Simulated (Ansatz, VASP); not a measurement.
# FeO: VASP beside Ansatz

Contents of INCAR:

```
SYSTEM = FeO
PREC = Accurate ; ENCUT = 600
EDIFF = 1E-6 ; ISMEAR = 0
SIGMA = 0.05 ; LREAL = .FALSE.
LASPH = .TRUE. ; NELM = 200
ALGO = Normal ; ISIF = 2
LWAVE = .FALSE. ; LCHARG = .FALSE.
ISPIN = 2 ; MAGMOM = 3.62 3.62 0.17 0.17
LORBIT = 11 ; LMAXMIX = 4
LDAU = .TRUE. ; LDAUTYPE = 2
LDAUL = 2 -1 ; LDAUU = 3 0
LDAUJ = 0 0 ; LDAUPRINT = 1
NBANDS = 34 ; GGA_COMPAT = .FALSE.
```

Contents of KPOINTS:

```
regular mesh
0
G
  5 5 5
  0 0 0
```

POSCAR

```
FeO
1.0
    3.5023808100      0.0000000000      0.0000000000
    0.0000000000      3.5023808100      0.0000000000
    0.0000000000      0.0000000000      4.3604723100
Fe O
2 2
Direct
    0.0000000000      0.5000000000      0.0000000000
    0.5000000000      0.0000000000      0.5000000000
    0.0000000000      0.0000000000      0.2500000000
    0.0000000000      0.0000000000      0.7500000000
```

Input for Ansatz:

```yaml
crystal:
  lattice:
    - [3.50238081, 0.0, 0.0]
    - [0.0, 3.50238081, 0.0]
    - [0.0, 0.0, 4.36047231]
  atoms:
    - { symbol: Fe, position: [0.0, 0.5, 0.0], spin: 4.0 }
    - { symbol: Fe, position: [0.5, 0.0, 0.5], spin: 4.0 }
    - { symbol: O, position: [0.0, 0.0, 0.25] }
    - { symbol: O, position: [0.0, 0.0, 0.75] }
basis:
  ecutwfc: 420
  ecutrho_ratio: 4
kpoints:
  mp_grid: { grid: [5, 5, 5] }
hamiltonian:
  xc: lda
  hubbard:
    sites:
      - { site: 0, l: d, u_eff: 3.0, starting_ns: [{ spin: up, occupation_matrix: s0up }, { spin: down, occupation_matrix: s0down }] }
      - { site: 1, l: d, u_eff: 3.0, starting_ns: [{ spin: up, occupation_matrix: s1up }, { spin: down, occupation_matrix: s1down }] }
    occupation_matrices:
      s0up:
        matrix:
          - [0.97, 0.0, 0.0, 0.0, 0.0]
          - [0.0, 0.97, 0.0, 0.0, 0.0]
          - [0.0, 0.0, 0.97, 0.0, 0.0]
          - [0.0, 0.0, 0.0, 0.97, 0.0]
          - [0.0, 0.0, 0.0, 0.0, 0.97]
      s0down:
        matrix:
          - [0.41473, 0.0, 0.0, -0.46817, 0.0]
          - [0.0, 0.02, 0.0, 0.0, 0.0]
          - [0.0, 0.0, 0.02, 0.0, 0.0]
          - [-0.46817, 0.0, 0.0, 0.57527, 0.0]
          - [0.0, 0.0, 0.0, 0.0, 0.02]
      s1up:
        matrix:
          - [0.97, 0.0, 0.0, 0.0, 0.0]
          - [0.0, 0.97, 0.0, 0.0, 0.0]
          - [0.0, 0.0, 0.97, 0.0, 0.0]
          - [0.0, 0.0, 0.0, 0.97, 0.0]
          - [0.0, 0.0, 0.0, 0.0, 0.97]
      s1down:
        matrix:
          - [0.41473, 0.0, 0.0, 0.46817, 0.0]
          - [0.0, 0.02, 0.0, 0.0, 0.0]
          - [0.0, 0.0, 0.02, 0.0, 0.0]
          - [0.46817, 0.0, 0.0, 0.57527, 0.0]
          - [0.0, 0.0, 0.0, 0.0, 0.02]
    ns_hold: { iters: 10 }
scf:
  occupations: { method: gaussian, width: 0.05 }
  lower_state_search: "off"
  max_iter: 150
output:
  forces: true
  stress: true
  eigenvalues: true
  populations: true
  hubbard: { sites: [{ site: 0, l: d }, { site: 1, l: d }] }
  write_density: true
  write_potential: true
  elf: true
  volumetric_format: npy
magnetization:
  spin_polarized: true
```

Alike in both runs: task single point; functional LDA; k mesh 5 × 5 × 5; occupations gaussian, width 0.05 eV; collinear spin; Hubbard terms Fe d U = 3.0 eV.

```csv
,VASP,Ansatz
version,VASP 6.6.1,Ansatz 0.2.0
potentials or method,"VASP PAW LDA potentials, release 64 (Fe_sv, O), cutoff 600 eV","scalar-relativistic, plane waves, PAW"
valence electrons in the cell,44,44
```

VASP gave:

* gap on the k mesh at the Fermi level (eV): none
* pressure (GPa): -15.1
* traceless stress, the component that is largest in VASP (GPa): 29.58
* net moment per atom (μB): 1.89
* size of the moment on the site where the two differ most (μB): 3.50

Q: Estimate Ansatz's values.

A: gap on the k mesh at the Fermi level (eV): none; pressure (GPa): -7.8; traceless stress, the component that is largest in VASP (GPa): 31.96; net moment per atom (μB): 1.90; size of the moment on the site where the two differ most (μB): 3.29.

LDA's correlation is that of Perdew and Zunger in VASP and of Perdew and Wang (1992) in Ansatz. Site moments also hang on the region over which each program counts them. The programs project onto different local orbitals, so the same U acts differently, and such runs can settle in different states. A gap of «none» marks a metal or a gap that the smearing closes. Ansatz's warnings: filled band counts differ across k points.
